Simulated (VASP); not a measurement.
A run of VASP 6.6.1 is set up as follows.

Contents of INCAR:

```
ALGO = Normal
EDIFF = 1E-6
ENCUT = 520
ISIF = 2
ISMEAR = 0
LASPH = True
LCHARG = False
LREAL = False
LWAVE = False
NBANDS = 50
NELM = 80
PREC = Accurate
SIGMA = 0.15
```

Contents of KPOINTS:

```
k-points
0
Gamma
  9 9 8
```

The input POSCAR:

```
Ta2N
1.0
    5.2641495424      0.0000000000      0.0000000000
   -2.6320747712      4.5588872330      0.0000000000
    0.0000000000      0.0000000000      4.8182760762
Ta N
6 3
Direct
    0.6430231761      0.6430231761      0.7526041962
    0.0000000000      0.3569768239      0.7526041962
    0.3569768239      0.0000000000      0.7526041962
    0.3569768239      0.3569768239      0.2473958038
    0.0000000000      0.6430231761      0.2473958038
    0.6430231761      0.0000000000      0.2473958038
    0.6666666667      0.3333333333      0.5000000000
    0.3333333333      0.6666666667      0.5000000000
    0.0000000000      0.0000000000      0.0000000000
```

Potentials or basis: VASP PAW LDA potentials, release 64 (Ta_pv, N).

Run with:

```console
$ cat potpaw_LDA.64/Ta_pv/POTCAR potpaw_LDA.64/N/POTCAR > POTCAR
$ mpirun -np 1 vasp_std > vasp.out
```

Question: Estimate the pressure.

Answer: 6.0 GPa.

Question: Estimate the largest force.

Answer: 3.332 eV/Å.

Forces on the atoms (eV/Å):
```
Ta   1.539  2.666  1.275
Ta   1.539 -2.666  1.275
Ta  -3.078  0.000  1.275
Ta  -1.539 -2.666 -1.275
Ta  -1.539  2.666 -1.275
Ta   3.078  0.000 -1.275
N    0.000  0.000  0.000
N    0.000  0.000  0.000
N    0.000  0.000  0.000
```

Caveat: forces of over 1 eV/Å act on the atoms, so gaps and moduli don't describe the material at rest.
